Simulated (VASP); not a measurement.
A run of VASP 6.6.1 is set up as follows.

POSCAR

```
Os
1.0
    2.4722656457      0.0000000000      0.0000000000
    0.0000000000      2.4722656457      0.0000000000
    0.0000000000      0.0000000000      2.4722656457
Os
1
Direct
    0.0000000000      0.0000000000      0.0000000000
```

File INCAR.step1:

```
SYSTEM = Os
PREC = Accurate ; ENCUT = 600
ISMEAR = -1 ; SIGMA = 0.1
LREAL = .FALSE. ; LASPH = .TRUE.
NELM = 80 ; GGA = PE
ALGO = Normal ; EDIFF = 1E-4
LWAVE = .TRUE. ; LCHARG = .FALSE.
```

The input INCAR.step2:

```
SYSTEM = Os
PREC = Accurate ; ENCUT = 600
EDIFF = 1E-6 ; ISMEAR = -1
SIGMA = 0.1 ; LREAL = .FALSE.
LASPH = .TRUE. ; NELM = 80
ALGO = Normal ; ISIF = 3
LWAVE = .FALSE. ; LCHARG = .FALSE.
METAGGA = R2SCAN ; LMIXTAU = .TRUE.
IBRION = 2 ; NSW = 80
EDIFFG = -0.01 ; ISTART = 1
```

KPOINTS

```
Automatic mesh
0
G
  13 13 13
  0 0 0
```

Potentials or basis: VASP PAW PBE potentials, release 64 (Os).

Command:

```sh
$ cat potpaw_PBE.64/Os/POTCAR > POTCAR
$ cp INCAR.step1 INCAR
$ mpirun -np 1 vasp_std > vasp.out
$ cp INCAR.step2 INCAR
$ mpirun -np 1 vasp_std > vasp.out
```

Task: What does it give for the band gap on the k mesh?

Result: Zero (bands 4 and 5 overlap by 5.68 eV).

Task: What does it give for the relaxed cell?

Result: a = 2.541 Å, b = 2.541 Å, c = 2.541 Å, α = 90.00°, β = 90.00°, γ = 90.00°.

Task: Predict the relaxed volume.

Result: 16.40 Å³/atom.

Task: What does it give for the space group after relaxing (to 0.1 Å)?

Result: Pm-3m (No. 221).

Final structure:
```
Os
1.0
     2.54084    0.00000    0.00000
     0.00000    2.54084    0.00000
     0.00000    0.00000    2.54084
Os
1
Direct
  0.00000 0.00000 0.00000
```

Caveat: the PAW data sets were made with another functional, which shifts forces and pressure a little; spin-orbit coupling is left out, which moves the levels of the heavy elements.
